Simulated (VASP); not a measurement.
# B2P3 (P6/mmm) in VASP: relaxation of cell and atoms with PBE

Aim: the relaxation of cell and atoms of B2P3 with PBE.

All numbers are computed with VASP 6.6.1; they aren't measurements. Logs are shortened: lines on timing, memory, paths and dates and some standing lists are left out, and cuts for length are marked.

### 1 The cell of the first run

The structure is hexagonal, space group P6/mmm (No. 191). Conventional cell: a = 5.308 Å, b = 5.308 Å, c = 2.992 Å, α = 90.00°, β = 90.00°, γ = 120.00°. Within 2.8 Å of B (site symmetry -6m2) lie 6 P at 2.14 Å. P (site symmetry mmm) has 4 B at 2.14 Å and 4 P at 2.65 Å within 2.8 Å.

The cell was generated, and may not be a known phase.

### 2 Relaxation of cell and atoms, PBE

File INCAR:

```
SYSTEM = B2P3
PREC = Accurate
ENCUT = 600
EDIFF = 1E-6
ISMEAR = 0
SIGMA = 0.1
LREAL = .False.
LASPH = .True.
NELM = 80
ALGO = Normal
ISIF = 3
LWAVE = .False.
LCHARG = .False.
GGA = PE
IBRION = 2
NSW = 100
EDIFFG = -0.01
```

File KPOINTS:

```
regular mesh
0
Gamma
  12 12 12
  0 0 0
```

File POSCAR:

```
B2P3
1.0
    5.3080629908      0.0000000000      0.0000000000
   -2.6540314954      4.5969173950      0.0000000000
    0.0000000000      0.0000000000      2.9920403386
B P
2 3
Direct
    0.3333333333      0.6666666667      0.0000000000
    0.6666666667      0.3333333333      0.0000000000
    0.5000000000      0.0000000000      0.5000000000
    0.0000000000      0.5000000000      0.5000000000
    0.5000000000      0.5000000000      0.5000000000
```

Potentials or basis: VASP PAW PBE potentials, release 64 (B, P).

Run with:

```
$ cat potpaw_PBE.64/B/POTCAR potpaw_PBE.64/P/POTCAR > POTCAR
$ mpirun -np 1 vasp_std > vasp.out
```

OUTCAR:

```text
SYSTEM = B2P3
   PREC = Accurate
   ENCUT = 600
   EDIFF = 1E-6
   ISMEAR = 0
   LREAL = .False.
   LASPH = .True.
   NELM = 80
   ISIF = 3
   GGA = PE
   IBRION = 2
   NSW = 100
   EDIFFG = -0.01

 ion  position               nearest neighbor table
   1  0.333  0.667  0.000-   4 2.14   4 2.14   3 2.14   3 2.14   5 2.14   5 2.14
   2  0.667  0.333  0.000-   4 2.14   4 2.14   3 2.14   3 2.14   5 2.14   5 2.14
   3  0.500  0.000  0.500-   1 2.14   2 2.14   1 2.14   2 2.14   4 2.65   5 2.65   5 2.65   4 2.65

   4  0.000  0.500  0.500-   1 2.14   2 2.14   1 2.14   2 2.14   5 2.65   5 2.65   3 2.65   3 2.65

   5  0.500  0.500  0.500-   1 2.14   2 2.14   1 2.14   2 2.14   4 2.65   4 2.65   3 2.65   3 2.65

  LATTYP: Found a hexagonal cell.
 ALAT       =     5.3080629908
 C/A-ratio  =     0.5636783783

  Lattice vectors:

 A1 = (   5.3080629908,   0.0000000000,   0.0000000000)
 A2 = (  -2.6540314954,   4.5969173950,   0.0000000000)
 A3 = (   0.0000000000,   0.0000000000,   2.9920403386)

Analysis of symmetry for initial positions (statically):
=====================================================================
 Subroutine PRICEL returns:
 Original cell was already a primitive cell.

 Routine SETGRP: Setting up the symmetry group for a
 hexagonal supercell.

 Subroutine GETGRP returns: Found 24 space group operations
 (whereof 24 operations were pure point group operations)
 out of a pool of 24 trial point group operations.

The static configuration has the point symmetry D_6h.

Analysis of symmetry for dynamics (positions and initial velocities):
=====================================================================
 Subroutine PRICEL returns:
 Original cell was already a primitive cell.

 Routine SETGRP: Setting up the symmetry group for a
 hexagonal supercell.

 Subroutine GETGRP returns: Found 24 space group operations
 (whereof 24 operations were pure point group operations)
 out of a pool of 24 trial point group operations.

The dynamic configuration has the point symmetry D_6h.

 Subroutine INISYM returns: Found 24 space group operations
 (whereof 24 operations are pure point group operations),
 and found     1 'primitive' translations

----------------------------------------------------------------------------------------

                                     Primitive cell

  volume of cell :      73.0080

  direct lattice vectors                    reciprocal lattice vectors
     5.308062991  0.000000000  0.000000000     0.188392640  0.108768541  0.000000000
    -2.654031495  4.596917395  0.000000000     0.000000000  0.217537083  0.000000000
     0.000000000  0.000000000  2.992040339     0.000000000  0.000000000  0.334220093

  length of vectors
     5.308062991  5.308062991  2.992040339     0.217537083  0.217537083  0.334220093

  position of ions in fractional coordinates (direct lattice)
     0.333333333  0.666666667  0.000000000
[... 113 lines left out ...]
   LEPSILON=     F    determine dielectric tensor
   LRPA    =     F    only Hartree local field effects (RPA)
 conjugate gradient relaxation of ions
 non-spin polarized calculation
 Gauss-broadening in eV      SIGMA  =   0.10
  energy-cutoff  :      600.00
  volume of cell :       73.01
 maximum number of plane-waves:      2472
   NGX = 21   NGY = 21   NGZ = 11

--------------------------------------- Ionic step        1  -------------------------------------------

 number of electron      20.9999998 magnetization

 Free energy of the ion-electron system (eV)
  ---------------------------------------------------
  ext. energy  EPLUGINS =         0.00000000
  ---------------------------------------------------
  free energy    TOTEN  =       -25.29151573 eV

  energy without entropy =      -25.28368184  energy(sigma->0) =      -25.28759878

------------------------ aborting loop because EDIFF is reached ----------------------------------------

  FORCE on cell =-STRESS in cart. coord.  units (eV):
  Direction    XX          YY          ZZ          XY          YZ          ZX
  --------------------------------------------------------------------------------------
  -------------------------------------------------------------------------------------
  Total        0.2516138      0.2516138     -1.6639242      0.0000000      0.0000000     -0.0000000
  in kB        5.5217256      5.5217256    -36.5152182      0.0000000      0.0000000     -0.0000000
  external PRESSURE =      -8.4905890 kB  Pullay stress =       0.0000000 kB
[... 143 lines left out ...]
--------------------------------------- Ionic step        5  -------------------------------------------

 number of electron      20.9999999 magnetization

 Free energy of the ion-electron system (eV)
  ---------------------------------------------------
  ext. energy  EPLUGINS =         0.00000000
  ---------------------------------------------------
  free energy    TOTEN  =       -25.29917589 eV

  energy without entropy =      -25.29093702  energy(sigma->0) =      -25.29505646

 E-fermi :   6.2742     XC(G=0):  -9.9213

 val. band max:        6.2693419533   @ k =   0.3333   0.3333   0.3333
 cond. band min:       6.3030446755   @ k =   0.0833   0.0000   0.4167
 fundamental gap:      0.0337027223
 Fermi energy:         6.2742073999

 k-point     1 :       0.0000    0.0000    0.0000
  band No.  band energies     occupation
      1      -9.8644      2.00000
      2      -4.8701      2.00000
      3      -4.7188      2.00000
      4      -4.7188      2.00000
      5       0.3491      2.00000
      6       0.3491      2.00000
      7       3.0214      2.00000
      8       6.4878      0.00252
      9       6.6133      0.00000
     10       7.9451      0.00000
     11       7.9451      0.00000
     12       8.8126      0.00000
     13       8.9235      0.00000
     14       8.9235      0.00000
[... 377 lines left out ...]
      1      -9.2552      2.00000
      2      -7.2222      2.00000
      3      -4.8145      2.00000
      4      -2.1300      2.00000
      5       0.8058      2.00000
      6       1.7415      2.00000
      7       2.6417      2.00000
      8       4.3816      2.00000
      9       4.9923      2.00000
     10       5.7180      2.00000
     11       7.6468      0.00000
     12       8.3239      0.00000
     13       8.7854      0.00000
     14       9.4141      0.00000

 [... further k-points ...]

------------------------ aborting loop because EDIFF is reached ----------------------------------------

  FORCE on cell =-STRESS in cart. coord.  units (eV):
  Direction    XX          YY          ZZ          XY          YZ          ZX
  --------------------------------------------------------------------------------------
  -------------------------------------------------------------------------------------
  Total        0.0074888      0.0074888      0.0333355      0.0000000      0.0000000     -0.0000000
  in kB        0.1649952      0.1649952      0.7344562      0.0000000      0.0000000     -0.0000000
  external PRESSURE =       0.3548155 kB  Pullay stress =       0.0000000 kB
[... 20 lines left out ...]
  FREE ENERGIE OF THE ION-ELECTRON SYSTEM (eV)
  ---------------------------------------------------
  free  energy   TOTEN  =       -25.2991758913 eV

  energy  without entropy=      -25.2909370244  energy(sigma->0) =      -25.29505646

 reached required accuracy - stopping structural energy minimisation
```

Wall time 8.3 min (1 thread of Intel Xeon 8259CL, shared host); peak memory 0.3 GiB.

What came out:

```yaml
Free_energy: -25.2992 eV
Relaxed_volume: 14.54 Å³/atom
Relaxed_cell: a = 5.321 Å, b = 5.321 Å, c = 2.966 Å, α = 90.00°, β = 90.00°, γ = 120.00°
Space_group_after_relaxing_to_0.1_Å: P6/mmm (No. 191)
Energy_gained_by_relaxing: 1.5 meV/atom
Ionic_steps: 5
Pressure_after_relaxing: 0.0 GPa
Band_gap_on_the_k_mesh: zero (an odd number of electrons rules out a gap without spin polarisation)
```

Step by step:
| step | energy change (eV) | largest force (eV/Å) | pressure (GPa) | volume (Å³) |
| --- | --- | --- | --- | --- |
| 1 | 0.0000 | 0.0000 | -0.85 | 73.01 |
| 2 | -0.0019 | 0.0000 | 1.13 | 72.19 |
| 3 | -0.0075 | 0.0000 | 0.18 | 72.57 |
| 4 | -0.0075 | 0.0000 | 0.21 | 72.56 |
| 5 | -0.0077 | 0.0000 | 0.04 | 72.72 |

Final structure:
```yaml
crystal:
  lattice:
    - [5.32055, 0.00000, 0.00000]
    - [-2.66027, 4.60773, 0.00000]
    - [0.00000, 0.00000, 2.96626]
  atoms:
    - { symbol: B, position: [0.33333, 0.66667, 0.00000] }
    - { symbol: B, position: [0.66667, 0.33333, 0.00000] }
    - { symbol: P, position: [0.50000, 0.00000, 0.50000] }
    - { symbol: P, position: [0.00000, 0.50000, 0.50000] }
    - { symbol: P, position: [0.50000, 0.50000, 0.50000] }
```

Caveat: an odd number of electrons without spin polarisation forces a metal; a magnetic or distorted state may lie lower.

The gap in the log of VASP goes by the Fermi energy; the results here count the filled bands.